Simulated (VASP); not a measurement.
Set up this calculation in VASP 6.6.1, as the native input.

```yaml
Task: single point
Functional: PBEsol
Dispersion: D3(BJ)
Potentials_or_basis: VASP PAW PBE potentials, release 64 (Al, Cu)
Cutoff: 520 eV
k_mesh: 6 × 6 × 6
Occupations: fermi-dirac, width 0.1 eV
Spin: no spin polarisation
Dipole_correction: no
Further_INCAR_settings: ALGO = Normal; EDIFF = 1e-06; NBANDS = 18
```

The structure of Al3Cu lies in POSCAR:

```
Al3Cu
1.0
    3.9241510000      0.0000000000      0.0000000000
    0.0000000000      3.9241510000      0.0000000000
    0.0000000000      0.0000000000      3.9241510000
Al Cu
3 1
Direct
    0.0000000000      0.5000000000      0.5000000000
    0.5000000000      0.0000000000      0.5000000000
    0.5000000000      0.5000000000      0.0000000000
    0.0000000000      0.0000000000      0.0000000000
```

One way to write it, as run:

INCAR

```
PREC = Accurate
ENCUT = 520
EDIFF = 1E-6
ISMEAR = -1
SIGMA = 0.1
LREAL = False
LASPH = True
NELM = 60
ALGO = Normal
ISIF = 2
LWAVE = False
LCHARG = False
GGA = PS
IVDW = 12
NBANDS = 18
```

KPOINTS

```
Automatic mesh
0
Gamma
  6 6 6
```

Potentials or basis: VASP PAW PBE potentials, release 64 (Al, Cu).

Launch:

```bash
$ cat potpaw_PBE.64/Al/POTCAR potpaw_PBE.64/Cu/POTCAR > POTCAR
$ mpirun -np 1 vasp_std > vasp.out
```

It gave:

```yaml
Pressure: -6.3 GPa
Band_gap_on_the_k_mesh: zero (band 10 reaches 10.37 eV, above the bottom of band 11 at 6.24 eV)
Dispersion_energy_per_atom: -0.361 eV
```

Caveat: three body term missing; the PAW data sets were made with another functional, which shifts forces and pressure a little; pairwise dispersion overbinds metals, which lowers pressure and volume.

Wall time 12 s on 1 thread of AMD EPYC 9R45 96-Core Processor (Zen 5) (shared host), peak memory 0.15 GiB.
